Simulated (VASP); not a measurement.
Here is a VASP 6.6.1 calculation.

The input INCAR:

```
PREC = Accurate
ENCUT = 500
EDIFF = 1E-6
ISMEAR = 0
SIGMA = 0.05
LREAL = F
LASPH = T
NELM = 200
ALGO = Normal
ISIF = 2
LWAVE = F
LCHARG = T
LMAXMIX = 4
LDAU = T
LDAUTYPE = 2
LDAUL = 2 -1
LDAUU = 4.5 0
LDAUJ = 0 0
LDAUPRINT = 1
GGA = PS
LELF = T
LVHAR = T
NBANDS = 35
GGA_COMPAT = F
```

Contents of KPOINTS:

```
regular mesh
0
Gamma
  8 8 4
```

Contents of POSCAR:

```
MoS2
1.0
    1.5855002900      0.9153890200      6.1149982500
   -1.5855002900      0.9153890200      6.1149982500
    0.0000000000     -3.6615560800     12.2299965000
Mo S
2 4
Direct
    0.0000000000      0.0000000000      0.0000000000
    0.0000000000      0.0000000000      0.5000000000
    0.7500000000      0.7500000000      0.3750000000
    0.2500000000      0.2500000000      0.1250000000
    0.7500000000      0.7500000000      0.8750000000
    0.2500000000      0.2500000000      0.6250000000
```

Potentials or basis: VASP PAW PBE potentials, release 64 (Mo_sv, S).

Command:

```console
$ cat potpaw_PBE.64/Mo_sv/POTCAR potpaw_PBE.64/S/POTCAR > POTCAR
$ mpirun -np 1 vasp_std > vasp.out
```

Task: What does it give for the largest force?

Result: 0.979 eV/Å.

Task: What does it give for the pressure?

Result: 5.6 GPa.

Task: Predict the band gap on the k mesh.

Result: Zero (bands 26 and 27 overlap by 0.46 eV).

Stress tensor (GPa, compression positive):
```
4.30 0.00 0.00
0.00 4.30 0.00
0.00 0.00 8.25
```

Caveat: the cell stands under pressure; the PAW data sets were made with another functional, which shifts forces and pressure a little; U without spin polarisation on a metal has little footing.
